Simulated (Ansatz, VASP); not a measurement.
# C in VASP and in Ansatz

INCAR

```
ALGO = Normal ; EDIFF = 1E-6
ENCUT = 520 ; GGA = PE
ISIF = 2 ; ISMEAR = 0
IVDW = 12 ; LASPH = True
LCHARG = False ; LREAL = False
LWAVE = False ; NBANDS = 31
NELM = 80 ; PREC = Accurate
SIGMA = 0.05
```

KPOINTS

```
k-points
0
Gamma
  7 11 3
```

The input POSCAR:

```
C
1.0
    0.0000000000      1.4231666446     -3.3613878322
   -2.4649969361      0.0000000000      0.0000000000
    2.0541641134     10.8300099268      2.7087834678
C
10
Direct
    0.3226096864      0.2436209746      0.7723451695
    0.7480710451      0.6494898142      0.0593877770
    0.8917057054      0.2980226043      0.2376271251
    0.0353403657      0.9465553944      0.4158664732
    0.1789750260      0.5950881845      0.5941058214
    0.7955636152      0.1990429759      0.1188515711
   -0.0608017245      0.8475757660      0.2970909192
    0.0828329359      0.4961085561      0.4753302673
    0.2264675962      1.1446413462      0.6535696154
    0.3701022565      0.7931741363      0.8318089635
```

Input for Ansatz:

```yaml
crystal:
  lattice:
    - [0.0, 1.4231666446, -3.3613878322]
    - [-2.4649969361, 0.0, 0.0]
    - [2.0541641134, 10.8300099268, 2.7087834678]
  atoms:
    - { symbol: C, position: [0.3226096864, 0.2436209746, 0.7723451695] }
    - { symbol: C, position: [0.7480710451, 0.6494898142, 0.059387777] }
    - { symbol: C, position: [0.8917057054, 0.2980226043, 0.2376271251] }
    - { symbol: C, position: [0.0353403657, 0.9465553944, 0.4158664732] }
    - { symbol: C, position: [0.178975026, 0.5950881845, 0.5941058214] }
    - { symbol: C, position: [0.7955636152, 0.1990429759, 0.1188515711] }
    - { symbol: C, position: [-0.0608017245, 0.847575766, 0.2970909192] }
    - { symbol: C, position: [0.0828329359, 0.4961085561, 0.4753302673] }
    - { symbol: C, position: [0.2264675962, 1.1446413462, 0.6535696154] }
    - { symbol: C, position: [0.3701022565, 0.7931741363, 0.8318089635] }
basis:
  ecutwfc: 520.0
kpoints:
  mp_grid: { grid: [7, 11, 3] }
hamiltonian:
  xc: pbe
  dispersion: d3bj
scf:
  occupations: { method: gaussian, width: 0.05 }
output:
  forces: true
  stress: true
  eigenvalues: true
```

Alike in both runs: task single point; functional PBE; dispersion D3(BJ); k mesh 7 × 11 × 3; occupations gaussian, width 0.05 eV; no spin polarisation.

|  | VASP | Ansatz |
| --- | --- | --- |
| version | VASP 6.6.1 | Ansatz 0.2.0 |
| potentials or method | VASP PAW PBE potentials, release 64 (C), cutoff 520 eV | scalar-relativistic, plane waves, PAW |
| valence electrons in the cell | 40 | 40 |

|  | VASP | Ansatz | Ansatz less VASP |
| --- | --- | --- | --- |
| gap on the k mesh at the Fermi level (eV) | none | none | - |
| pressure (GPa) | -2.4 | -2.8 | -0.38 |
| traceless stress, the component that is largest in VASP (GPa) | 2.01 | 2.47 | +0.452 |
| rms of the force components (eV/Å) | 0.708 | 0.710 | +0.0022 |

Atom by atom the forces differ by 0.012 eV/Å (rms over components). A gap of «none» marks a metal or a gap that the smearing closes.
